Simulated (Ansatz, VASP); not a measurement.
WS2: VASP beside Ansatz

```xyz
3
Lattice="1.3047 0.7533 5.3172 -1.3047 0.7533 5.3172 0.0000 -1.5066 5.3172" Properties=species:S:1:pos:R:3 pbc="T T T"
W     0.0000    0.0000   15.9410
S     0.0000    0.0000    9.3459
S     0.0000    0.0000   11.9012
```

Change from the starting cell: volume scaled by 0.55, LAPW.

Alike in both runs: task single point; functional LDA; k mesh 10 × 10 × 10; occupations fermi-dirac, width 0.03 eV; no spin polarisation.

```csv
,VASP,Ansatz
version,VASP 6.6.1,Ansatz 0.2.0
potentials or method,"VASP PAW LDA potentials, release 64 (W_sv, S), cutoff 520 eV","all-electron LAPW, scalar-relativistic"
```

VASP gave:

| Property | Result |
| --- | --- |
| pressure (GPa) | 302.7 |
| traceless stress, the component that is largest in VASP (GPa) | 7.83 |
| rms of the force components (eV/Å) | 10.775 |

Question: Estimate Ansatz's values.

Answer: Pressure (GPa): 299.0; traceless stress, the component that is largest in VASP (GPa): 9.18; rms of the force components (eV/Å): 10.690.

LDA's correlation is that of Perdew and Zunger in VASP and of Perdew and Wang (1992) in Ansatz. Atom by atom the forces differ by 0.085 eV/Å (rms over components). Both programs put the cell under a high pressure, so it lies far from rest at this level. Ansatz ran all-electron here, and VASP with PAW potentials.

Neither program's run includes spin-orbit coupling. Noted on VASP's run: the cell as given lies far from equilibrium.
